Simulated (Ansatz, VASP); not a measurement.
**GaSb4: VASP beside Ansatz**

```
CELL_PARAMETERS angstrom
4.48613 0.00000 0.00000
0.00000 4.48613 0.00000
0.00000 0.00000 7.34432
ATOMIC_POSITIONS crystal
Ga 0.50000 0.50000 0.00000
Sb 0.00000 0.50000 0.70447
Sb 0.50000 0.00000 0.70447
Sb 0.00000 0.50000 0.29553
Sb 0.50000 0.00000 0.29553
```

Alike in both runs: task relaxation of cell and atoms; functional PBE; k mesh 8 × 8 × 6; occupations gaussian, width 0.1 eV; no spin polarisation.

```csv
,VASP,Ansatz
version,VASP 6.6.1,Ansatz 0.2.0
potentials or method,"VASP PAW PBE potentials, release 64 (Ga_d, Sb), cutoff 600 eV","scalar-relativistic, plane waves, PAW"
valence electrons in the cell,33,73
```

VASP gave:

```
gap on the k mesh at the Fermi level, each at its own relaxed structure (eV)  : none
relaxed volume (Å³/atom)                                                      : 29.91
relaxed length of the cell vector where the two differ most in proportion (Å) : 7.270
```

Which values does Ansatz return?

gap on the k mesh at the Fermi level, each at its own relaxed structure (eV): none; relaxed volume (Å³/atom): 29.96; relaxed length of the cell vector where the two differ most in proportion (Å): 7.281.

A gap of «none» marks a metal or a gap that the smearing closes. VASP's potentials hold 33 valence electrons a cell and Ansatz's 73, so a difference there can come from the potentials and not from the codes.

Neither program's run includes spin-orbit coupling.
